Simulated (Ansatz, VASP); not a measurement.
## One calculation of Li, two programs

The input INCAR:

```
SYSTEM = Li
ALGO = Normal
EDIFF = 1E-7
ENCUT = 520
GGA = PS
ISIF = 2
ISMEAR = 0
LASPH = .True.
LCHARG = .False.
LREAL = .False.
LWAVE = .False.
NBANDS = 14
NELM = 60
PREC = Accurate
SIGMA = 0.1
```

File KPOINTS:

```
k-points
0
Gamma
  10 10 10
  0 0 0
```

The input POSCAR:

```
Li
1.0
    4.3350167880      0.0000000000      0.0000000000
    0.0000000000      4.3350167880      0.0000000000
    0.0000000000      0.0000000000      4.3350167880
Li
4
Direct
    0.8823447382      0.1176552618      0.6176552618
    0.3823447382      0.3823447382      0.3823447382
    0.1176552618      0.6176552618      0.8823447382
    0.6176552618      0.8823447382      0.1176552618
```

Input for Ansatz:

```yaml
crystal:
  lattice:
    - [4.335016788, 0.0, 0.0]
    - [0.0, 4.335016788, 0.0]
    - [0.0, 0.0, 4.335016788]
  atoms:
    - { symbol: Li, position: [0.8823447382, 0.1176552618, 0.6176552618] }
    - { symbol: Li, position: [0.3823447382, 0.3823447382, 0.3823447382] }
    - { symbol: Li, position: [0.1176552618, 0.6176552618, 0.8823447382] }
    - { symbol: Li, position: [0.6176552618, 0.8823447382, 0.1176552618] }
basis:
  ecutwfc: 420
kpoints:
  mp_grid: { grid: [10, 10, 10] }
hamiltonian:
  xc: pbesol
scf:
  occupations: { method: gaussian, width: 0.1 }
output:
  forces: true
  stress: true
  eigenvalues: true
```

Alike in both runs: task single point; functional PBEsol; k mesh 10 × 10 × 10; occupations gaussian, width 0.1 eV; no spin polarisation.

```csv
,VASP,Ansatz
version,VASP 6.6.1,Ansatz 0.2.0
potentials or method,"VASP PAW PBE potentials, release 64 (Li_sv), cutoff 520 eV","scalar-relativistic, plane waves, PAW"
valence electrons in the cell,12,12
```

|  | VASP | Ansatz | Ansatz less VASP |
| --- | --- | --- | --- |
| gap on the k mesh at the Fermi level (eV) | none | none | - |
| rms of the force components (eV/Å) | 0.050 | 0.050 | +0.0001 |

VASP's potentials were made for PBE, not for PBEsol. Atom by atom the forces differ by 0.000 eV/Å (rms over components). A gap of «none» marks a metal or a gap that the smearing closes.

Noted on VASP's run: the cutoff is short for stress, so the pressure is rough.
